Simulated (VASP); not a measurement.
# Mg8O9 (a cell with a defect) in VASP: further runs

Runs on Mg8O9 (a cell with a defect). Level: PBE. Tasks: single point, molecular dynamics.

Program: VASP 6.6.1. These are calculated values, not measurements. Logs are shortened: lines on timing, memory, paths and dates and some standing lists are left out, and cuts for length are marked.

## Step 1: The cell of the first run

The cell holds a defect, 17 atoms: a = 5.514 Å, b = 5.514 Å, c = 5.514 Å, α = 60.00°, β = 60.00°, γ = 60.00°.

## Step 2: Single point, PBE, collinear spin

The input, INCAR:

```
PREC = Accurate ; ENCUT = 520
EDIFF = 1E-6 ; ISMEAR = -1
SIGMA = 0.05 ; LREAL = Auto
LASPH = True ; NELM = 150
ALGO = Normal ; ISIF = 2
LWAVE = False ; LCHARG = True
ISPIN = 2 ; MAGMOM = 0 0 0 0 0 0 0 0 0 0 0 0 0 0 0 0 1
LORBIT = 11 ; GGA = PE
LELF = True ; LVHAR = True
NBANDS = 53
```

The input, KPOINTS:

```
regular mesh
0
Gamma
  2 2 2
```

The input, POSCAR:

```
Mg8O9
1.0
    0.0000000000      3.8990000000      3.8990000000
    3.8990000000      0.0000000000      3.8990000000
    3.8990000000      3.8990000000      0.0000000000
Mg O
8 9
Direct
    0.0169209451     -0.0023703232     -0.0123175564
    0.0043239410     -0.0327705999      0.5100949400
    0.0334479044      0.4809155596      0.0043935728
    0.0042960203      0.5181454943      0.5099538409
    0.5391370284     -0.0324223019     -0.0248660784
    0.5097387954      0.0045014692      0.4809779925
    0.5391453755      0.5177988643     -0.0247359036
    0.5267592554      0.4878090362      0.4975125867
    0.1494615388      0.2427141020      0.3647621408
    0.2717553738      0.2428941115      0.7425782528
    0.2716479525      0.7428351540      0.2425312375
    0.2718063396      0.7424939292      0.7426989139
    0.7716284265      0.2426473805      0.2427796394
    0.7718109129      0.2425721832      0.7427418908
    0.7717706765      0.7427896798      0.2425619147
    0.7716377299      0.7426251682      0.7427480682
    0.3934332839      0.2426462930      0.1209605473
```

Potentials or basis: VASP PAW PBE potentials, release 64 (Mg, O).

Started as:

```
cat potpaw_PBE.64/Mg/POTCAR potpaw_PBE.64/O/POTCAR > POTCAR
mpirun -np 1 vasp_std > vasp.out
```

OUTCAR:

```text
PREC = Accurate
   ENCUT = 520
   EDIFF = 1E-6
   ISMEAR = -1
   LREAL = Auto
   LASPH = True
   NELM = 150
   ISIF = 2
   ISPIN = 2
   LORBIT = 11
   GGA = PE

 ion  position               nearest neighbor table
   1  0.017  0.998  0.988-  14 1.91  15 1.95  10 1.95  13 1.95  12 1.95  11 1.99   6 2.76   7 2.76
                             5 2.76   2 2.76   4 2.76   6 2.76   3 2.76   3 2.76   4 2.77   5 2.77
   2  0.004  0.967  0.510-   9 1.72  16 1.78  11 1.93  13 1.96  12 1.96  14 1.99   4 2.48   5 2.56
                            17 2.63   3 2.71   6 2.71   8 2.76   1 2.76   1 2.77   8 2.77   6 2.82
   3  0.033  0.481  0.004-  10 1.95  12 1.95  15 1.95  13 1.95  17 1.98   9 1.98  16 2.04   2 2.71
                             4 2.71   7 2.71   5 2.71   8 2.76   8 2.76   1 2.76   1 2.76   5 2.82
   4  0.004  0.518  0.510-   9 1.72  16 1.78  11 1.93  15 1.96  10 1.96  14 1.99   2 2.48   7 2.57
                            17 2.63   3 2.71   6 2.71   8 2.76   1 2.76   1 2.77   8 2.77   6 2.82
   5  0.539  0.968  0.975-  17 1.72  16 1.78  11 1.93  10 1.96  15 1.96  14 1.99   7 2.48   2 2.56
                             9 2.63   6 2.71   3 2.71   8 2.76   1 2.76   1 2.77   8 2.77   3 2.82
   6  0.510  0.005  0.481-  12 1.95  10 1.95  13 1.95  15 1.95  17 1.97   9 1.98  16 2.04   5 2.71
                             4 2.71   7 2.71   2 2.71   1 2.76   1 2.76   8 2.76   8 2.76   2 2.82
   7  0.539  0.518  0.975-  17 1.72  16 1.78  11 1.93  12 1.96  13 1.96  14 1.99   5 2.48   4 2.57
                             9 2.63   3 2.71   6 2.71   8 2.76   1 2.76   1 2.77   8 2.77   6 2.82
   8  0.527  0.488  0.498-  14 1.91  12 1.95  13 1.95  10 1.95  15 1.95  11 1.99   5 2.76   7 2.76
                             4 2.76   3 2.76   2 2.76   3 2.76   6 2.76   6 2.76   2 2.77   7 2.77
   9  0.149  0.243  0.365-  17 1.34   2 1.72   4 1.72   3 1.98   6 1.98   7 2.63   5 2.63
  10  0.272  0.243  0.743-   8 1.95   1 1.95   3 1.95   6 1.95   5 1.96   4 1.96
  11  0.272  0.743  0.243-   2 1.93   4 1.93   5 1.93   7 1.93   1 1.99   8 1.99
  12  0.272  0.742  0.743-   8 1.95   1 1.95   3 1.95   6 1.95   7 1.96   2 1.96
  13  0.772  0.243  0.243-   8 1.95   1 1.95   6 1.95   3 1.95   7 1.96   2 1.96
  14  0.772  0.243  0.743-   1 1.91   8 1.91   5 1.99   7 1.99   2 1.99   4 1.99
  15  0.772  0.743  0.243-   1 1.95   8 1.95   3 1.95   6 1.95   4 1.96   5 1.96
  16  0.772  0.743  0.743-   4 1.78   2 1.78   7 1.78   5 1.78   3 2.04   6 2.04
  17  0.393  0.243  0.121-   9 1.34   7 1.72   5 1.72   6 1.97   3 1.98   4 2.63   2 2.63

  LATTYP: Found a face centered cubic cell.
 ALAT       =     7.7980000000

  Lattice vectors:

 A1 = (   0.0000000000,   3.8990000000,   3.8990000000)
 A2 = (   3.8990000000,   0.0000000000,   3.8990000000)
 A3 = (   3.8990000000,   3.8990000000,   0.0000000000)

Analysis of symmetry for initial positions (statically):
=====================================================================
 Subroutine PRICEL returns:
 Original cell was already a primitive cell.

 Routine SETGRP: Setting up the symmetry group for a
 face centered cubic supercell.

 Subroutine GETGRP returns: Found  1 space group operations
 (whereof  1 operations were pure point group operations)
 out of a pool of 48 trial point group operations.

The static configuration has the point symmetry C_1 .

Analysis of symmetry for dynamics (positions and initial velocities):
=====================================================================
 Subroutine PRICEL returns:
 Original cell was already a primitive cell.

 Routine SETGRP: Setting up the symmetry group for a
 face centered cubic supercell.

 Subroutine GETGRP returns: Found  1 space group operations
 (whereof  1 operations were pure point group operations)
 out of a pool of 48 trial point group operations.

The dynamic configuration has the point symmetry C_1 .

Analysis of structural, dynamic, and magnetic symmetry:
=====================================================================
 Subroutine PRICEL returns:
 Original cell was already a primitive cell.

 Routine SETGRP: Setting up the symmetry group for a
 face centered cubic supercell.

 Subroutine GETGRP returns: Found  1 space group operations
 (whereof  1 operations were pure point group operations)
 out of a pool of 48 trial point group operations.

The overall configuration has the point symmetry C_1 .

 Subroutine INISYM returns: Found  1 space group operations
 (whereof  1 operations are pure point group operations),
 and found     1 'primitive' translations

----------------------------------------------------------------------------------------

                                     Primitive cell

  volume of cell :     118.5468

  direct lattice vectors                    reciprocal lattice vectors
     0.000000000  3.899000000  3.899000000    -0.128238010  0.128238010  0.128238010
     3.899000000  0.000000000  3.899000000     0.128238010 -0.128238010  0.128238010
     3.899000000  3.899000000  0.000000000     0.128238010  0.128238010 -0.128238010
[... 98 lines left out ...]
   LREAL  =      T    real-space projection
   EDIFFG = 0.1E-04   stopping-criterion for IOM
   NSW    =      0    number of steps for IOM
   IBRION =     -1    ionic relax: 0-MD 1-quasi-New 2-CG
   NFREE  =      0    steps in history (QN), initial steepest desc. (CG)
   ISIF   =      2    stress and relaxation
   ISYM   =      2    0-nonsym 1-usesym 2-fastsym
   POTIM  = 0.5000    time-step for ionic-motion
   TEBEG  =    0.0;   TEEND  =   0.0 temperature during run
   PSTRESS=    0.0 pullay stress
   NELECT =      70.0000    total number of electrons
   NUPDOWN=      -1.0000    fix difference up-down
   EMIN   =  10.00;   EMAX   =-10.00  energy-range for DOS
   EFERMI =   0.00;   METHOD = LEGACY
   ISMEAR =    -1;   SIGMA  =   0.05  broadening in eV -4-tet -1-fermi 0-gaus
   EFERMI_NEDOS =   21; number of points for ismear=-14 and -15
   IALGO  =     38    algorithm
   IMIX   =      4    mixing-type and parameters
     AMIX     =   0.40;   BMIX     =  1.00
     AMIX_MAG =   1.60;   BMIX_MAG =  1.00
  volume/ion in A,a.u.               =       6.97        47.06
  Fermi-wavevector in a.u.,A,eV,Ry     =   1.373444  2.595433 25.665327  1.886348
  Thomas-Fermi vector in A             =   2.498960
   LORBIT       =     11    0 simple, 1 ext, 2 COOP (PROOUT), +10 PAW based schemes
   GGA     = PE    functional components
   LHFCALC =     F    Hartree Fock is set to
   AEXX    =    0.0000 exact exchange contribution
   IVDW    =     0    specifies the selected vdW correction
   LEPSILON=     F    determine dielectric tensor
   LRPA    =     F    only Hartree local field effects (RPA)
 spin polarized calculation
  energy-cutoff  :      520.00
  volume of cell :      118.55
 maximum number of plane-waves:      3250
 NGX is ok and might be reduce to    42
   NGX = 21   NGY = 21   NGZ = 21

 number of electron      69.9999994 magnetization       0.0000101

 number of electron      69.9999994 magnetization      -0.0000177

 Free energy of the ion-electron system (eV)
  ---------------------------------------------------
  ext. energy  EPLUGINS =         0.00000000
  ---------------------------------------------------
  free energy    TOTEN  =       -86.21257743 eV

  energy without entropy =      -86.21257743  energy(sigma->0) =      -86.21257743

 E-fermi :   8.3156     XC(G=0): -12.5095

 val. band max:        7.1171100958   @ k =   0.5000   0.0000   0.5000
 cond. band min:      12.9926902047   @ k =   0.0000   0.0000   0.0000
 fundamental gap:      5.8755801089
 Fermi energy:         8.3155847650

 spin component 1

 k-point     1 :       0.0000    0.0000    0.0000
  band No.  band energies     occupation
      1     -17.5168      1.00000
      2     -12.9142      1.00000
      3     -11.6264      1.00000
      4     -11.0193      1.00000
      5     -10.8067      1.00000
      6     -10.7932      1.00000
[... 389 lines left out ...]
     46      18.6343      0.00000
     47      18.6649      0.00000
 Fermi energy:         8.3155847650

 spin component 2

 k-point     1 :       0.0000    0.0000    0.0000
  band No.  band energies     occupation
      1     -17.5169      1.00000
      2     -12.9142      1.00000
      3     -11.6264      1.00000
      4     -11.0193      1.00000
      5     -10.8067      1.00000
      6     -10.7932      1.00000
[... 389 lines left out ...]
     46      18.6343      0.00000
     47      18.6649      0.00000
 [bands above 47 left out]

------------------------ aborting loop because EDIFF is reached ----------------------------------------

  FORCE on cell =-STRESS in cart. coord.  units (eV):
  Direction    XX          YY          ZZ          XY          YZ          ZX
  --------------------------------------------------------------------------------------
  -------------------------------------------------------------------------------------
  Total       82.2147850     57.8111964     82.2149836     -0.0135214      0.0166985     -1.1747915
  in kB     1111.1451794    781.3270113   1111.1478636     -0.1827439      0.2256832    -15.8774834
  external PRESSURE =    1001.2066848 kB  Pullay stress =       0.0000000 kB

 VOLUME and BASIS-vectors are now :
 -----------------------------------------------------------------------------
  energy-cutoff  :      520.00
  volume of cell :      118.55
      direct lattice vectors                 reciprocal lattice vectors
     0.000000000  3.899000000  3.899000000    -0.128238010  0.128238010  0.128238010
     3.899000000  0.000000000  3.899000000     0.128238010 -0.128238010  0.128238010
     3.899000000  3.899000000  0.000000000     0.128238010  0.128238010 -0.128238010

 POSITION                                       TOTAL-FORCE (eV/Angst)
 -----------------------------------------------------------------------------------
      7.74073      3.91695      3.95573        -0.000738     -0.012602     -0.000411
      5.76009      2.00572      3.78809         0.002001     -0.000665     -0.001506
      1.89222      0.14754      2.00550         0.005199      0.032028     -0.001735
      4.00856      2.00506      2.03700        -0.000597      0.002442     -0.000893
      7.57463      5.90414      5.87468        -0.009295      0.008827     -0.011889
      1.89288      3.86280      2.00502        -0.007980     -0.020701      0.009228
[... 9 lines left out ...]
      5.79147      5.90459      5.90411         0.003941     -0.003458     -0.001063
      1.41770      2.00562      2.48007        -0.193644      0.001029      0.193906
 -----------------------------------------------------------------------------------
    total drift:                               -0.000008     -0.014463     -0.003709

  FREE ENERGIE OF THE ION-ELECTRON SYSTEM (eV)
  ---------------------------------------------------
  free  energy   TOTEN  =       -86.2125774266 eV

  energy  without entropy=      -86.2125774266  energy(sigma->0) =      -86.21257743

 total charge

# of ion       s       p       d       tot
------------------------------------------
    1        0.190   0.273   0.142   0.604
    2        0.221   0.336   0.188   0.745
    3        0.181   0.263   0.144   0.589
    4        0.221   0.336   0.188   0.745
    5        0.221   0.336   0.188   0.745
    6        0.181   0.263   0.144   0.589
[... 9 lines left out ...]
   16        1.568   3.809   0.000   5.377
   17        1.612   3.710   0.000   5.322
--------------------------------------------------
tot         15.730  35.945   1.324  52.999

 magnetization (x)

# of ion       s       p       d       tot
------------------------------------------
    1       -0.000  -0.000  -0.000  -0.000
    2       -0.000  -0.000  -0.000  -0.000
    3       -0.000  -0.000  -0.000  -0.000
    4       -0.000  -0.000  -0.000  -0.000
    5       -0.000  -0.000   0.000  -0.000
    6       -0.000  -0.000  -0.000  -0.000
[... 9 lines left out ...]
   16       -0.000   0.000   0.000   0.000
   17       -0.000  -0.000   0.000  -0.000
--------------------------------------------------
tot         -0.000  -0.000  -0.000  -0.000
```

Run time: 2.8 min. Hardware: 1 thread of Intel Xeon 6975P-C (Granite Rapids), shared host; peak memory 0.34 GiB.

What came out:

| Property | Result |
| --- | --- |
| Free energy | -86.2126 eV |
| Pressure | 100.1 GPa |
| Largest force | 0.274 eV/Å |
| Band gap on the k mesh | 5.88 eV |
| Net moment | 0.00 μB per cell |
| Valence electrons inside the program's atomic spheres | Mg 0.60, 0.74, 0.59 (each value once); O 5.32, 5.27, 5.28, 5.38 (each value once) |

Forces on the atoms (eV/Å):
```
Mg  -0.001 -0.013  0.000
Mg   0.002 -0.001 -0.002
Mg   0.005  0.032 -0.002
Mg  -0.001  0.002 -0.001
Mg  -0.009  0.009 -0.012
Mg  -0.008 -0.021  0.009
Mg   0.015  0.006  0.012
Mg  -0.005  0.005  0.002
O    0.188  0.004 -0.183
O   -0.008 -0.007 -0.013
O   -0.007  0.013  0.003
O    0.010 -0.012  0.007
O   -0.006 -0.004  0.002
O    0.012 -0.010 -0.008
O    0.003 -0.003 -0.008
O    0.004 -0.003 -0.001
O   -0.194  0.001  0.194
```

Levels at points of the mesh, in eV from the valence-band top:
Spin up:
```
           k point  band 33  band 34  band 35  band 36  band 37  band 38
(0.00, 0.00, 0.00)    -1.53    -1.51    -1.42     5.88     7.28     7.38
(0.50, 0.00, 0.00)    -1.23    -0.89    -0.73     6.15     7.86     7.89
(0.00, 0.50, 0.00)    -1.87    -1.76    -0.29     7.55     7.69     8.37
(0.00, 0.00, 0.50)    -1.23    -0.89    -0.73     6.15     7.86     7.89
(0.50, 0.50, 0.50)    -1.87    -1.76    -0.29     7.55     7.69     8.37
(0.50, 0.50, 0.00)    -1.27    -0.75    -0.73     6.18     9.18     9.27
(0.00, 0.50, 0.50)    -1.27    -0.75    -0.73     6.18     9.18     9.27
(0.50, 0.00, 0.50)    -2.19    -0.68     0.00     7.54     9.18     9.25
```
Spin down:
```
           k point  band 33  band 34  band 35  band 36  band 37  band 38
(0.00, 0.00, 0.00)    -1.53    -1.51    -1.42     5.88     7.28     7.38
(0.50, 0.00, 0.00)    -1.23    -0.89    -0.73     6.15     7.86     7.89
(0.00, 0.50, 0.00)    -1.87    -1.76    -0.29     7.55     7.69     8.37
(0.00, 0.00, 0.50)    -1.23    -0.89    -0.73     6.15     7.86     7.89
(0.50, 0.50, 0.50)    -1.87    -1.76    -0.29     7.55     7.69     8.37
(0.50, 0.50, 0.00)    -1.27    -0.75    -0.73     6.18     9.18     9.27
(0.00, 0.50, 0.50)    -1.27    -0.75    -0.73     6.18     9.18     9.27
(0.50, 0.00, 0.50)    -2.19    -0.68     0.00     7.54     9.18     9.25
```

Caveat: the k points lie up to 0.70 Å⁻¹ apart.

## Step 3: Molecular dynamics, PBE, collinear spin, zero start

The input, INCAR:

```
PREC = Accurate
ENCUT = 520
EDIFF = 1E-5
ISMEAR = -1
SIGMA = 0.05
LREAL = Auto
LASPH = True
NELM = 150
ALGO = Normal
ISIF = 2
LWAVE = False
LCHARG = False
ISPIN = 2
MAGMOM = 0 0 0 0 0 0 0 0 0 0 0 0 0 0 0 0 0
LORBIT = 11
GGA = PE
NBANDS = 53
IBRION = 0
NSW = 40
POTIM = 1.0
TEBEG = 1500.0
TEEND = 1500.0
ISYM = 0
NELMIN = 4
RANDOM_SEED = 737185 0 0
MDALGO = 3
LANGEVIN_GAMMA = 50 50
```

KPOINTS is that of step 2.

The input, POSCAR:

```
Mg8O9
1.0
    0.0000000000      3.8990000000      3.8990000000
    3.8990000000      0.0000000000      3.8990000000
    3.8990000000      3.8990000000      0.0000000000
Mg O
8 9
Direct
    0.0169209500     -0.0023703200     -0.0123175600
    0.0043239400     -0.0327706000      0.5100949400
    0.0334479000      0.4809155600      0.0043935700
    0.0042960200      0.5181454900      0.5099538400
    0.5391370300     -0.0324223000     -0.0248660800
    0.5097388000      0.0045014700      0.4809779900
    0.5391453800      0.5177988600     -0.0247359000
    0.5267592600      0.4878090400      0.4975125900
    0.1494615400      0.2427141000      0.3647621400
    0.2717553700      0.2428941100      0.7425782500
    0.2716479500      0.7428351500      0.2425312400
    0.2718063400      0.7424939300      0.7426989100
    0.7716284300      0.2426473800      0.2427796400
    0.7718109100      0.2425721800      0.7427418900
    0.7717706800      0.7427896800      0.2425619100
    0.7716377300      0.7426251700      0.7427480700
    0.3934332800      0.2426462900      0.1209605500
```

Potentials or basis: VASP PAW PBE potentials, release 64 (Mg, O).

Started as:

```
cat potpaw_PBE.64/Mg/POTCAR potpaw_PBE.64/O/POTCAR > POTCAR
mpirun -np 1 vasp_std > vasp.out
```

Wall time 40 min (1 thread of Intel Xeon 6975P-C (Granite Rapids), shared host); peak memory 0.46 GiB.

Results (log left out):

```
Valence electrons inside the program's atomic spheres : Mg 0.60, 0.72, 0.65, 0.74, 0.79, 0.70, 0.62 (each value once); O 5.28, 5.29, 5.26, 5.30, 5.39, 5.24 (each value once)
```

Caveat: the k points lie up to 0.70 Å⁻¹ apart.
